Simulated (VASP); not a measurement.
Write the native input for VASP 6.6.1 that does the following.

```yaml
Task: single point
Functional: r2SCAN
Potentials_or_basis: VASP PAW PBE potentials, release 64 (Si, O)
Cutoff: 520 eV
k_mesh: 6 × 6 × 8
Occupations: gaussian, width 0.05 eV
Spin: no spin polarisation
Dipole_correction: no
Further_INCAR_settings: ALGO = Normal; EDIFF = 1e-06; NBANDS = 25
```

The system is SiO2.

```xyz
6
Lattice="4.0180 0.0000 0.0000 0.0000 4.0180 0.0000 0.0000 0.0000 2.8822" Properties=species:S:1:pos:R:3 pbc="T T T"
Si    2.0090    2.0090    1.4411
Si    0.0000    0.0000    0.0000
O     2.7880    2.7880    0.0000
O     0.7790    3.2390    1.4411
O     1.2300    1.2300    0.0000
O     3.2390    0.7790    1.4411
```

This cell differs from its parent crystal: strain -0.040 along x and y, +0.080 along z.

The input as run:

POSCAR

```
SiO2
1.0
    4.0179898332      0.0000000000      0.0000000000
    0.0000000000      4.0179898332      0.0000000000
    0.0000000000      0.0000000000      2.8822445712
Si O
2 4
Direct
    0.5000000000      0.5000000000      0.5000000000
    0.0000000000      0.0000000000      0.0000000000
    0.6938852014      0.6938852014      0.0000000000
    0.1938852014      0.8061147986      0.5000000000
    0.3061147986      0.3061147986      0.0000000000
    0.8061147986      0.1938852014      0.5000000000
```

INCAR.step1

```
PREC = Accurate
ENCUT = 520
ISMEAR = 0
SIGMA = 0.05
LREAL = False
LASPH = True
NELM = 100
NBANDS = 25
GGA = PE
ALGO = Normal
EDIFF = 1E-4
LWAVE = True
LCHARG = False
```

INCAR.step2

```
PREC = Accurate
ENCUT = 520
EDIFF = 1E-6
ISMEAR = 0
SIGMA = 0.05
LREAL = False
LASPH = True
NELM = 100
ALGO = Normal
ISIF = 2
LWAVE = False
LCHARG = False
METAGGA = R2SCAN
LMIXTAU = True
NBANDS = 25
ISTART = 1
```

KPOINTS

```
regular mesh
0
Gamma
  6 6 8
```

Potentials or basis: VASP PAW PBE potentials, release 64 (Si, O).

The run is started by

```console
$ cat potpaw_PBE.64/Si/POTCAR potpaw_PBE.64/O/POTCAR > POTCAR
$ cp INCAR.step1 INCAR
$ mpirun -np 1 vasp_std > vasp.out
$ cp INCAR.step2 INCAR
$ mpirun -np 1 vasp_std > vasp.out
```

Results of the run:

| Item | Value |
| --- | --- |
| Pressure | -0.5 GPa |
| Largest force | 0.743 eV/Å |
| Band gap on the k mesh | 6.05 eV, direct |

Caveat: the cell differs from its parent crystal (strain -0.040 along x and y, +0.080 along z); the PAW data sets were made with another functional, which shifts forces and pressure a little.

Run time: 2.9 min on 1 thread of Intel(R) Xeon(R) Platinum 8259CL CPU @ 2.50GHz (Skylake/Cascade Lake) (shared host), peak memory 0.18 GiB.
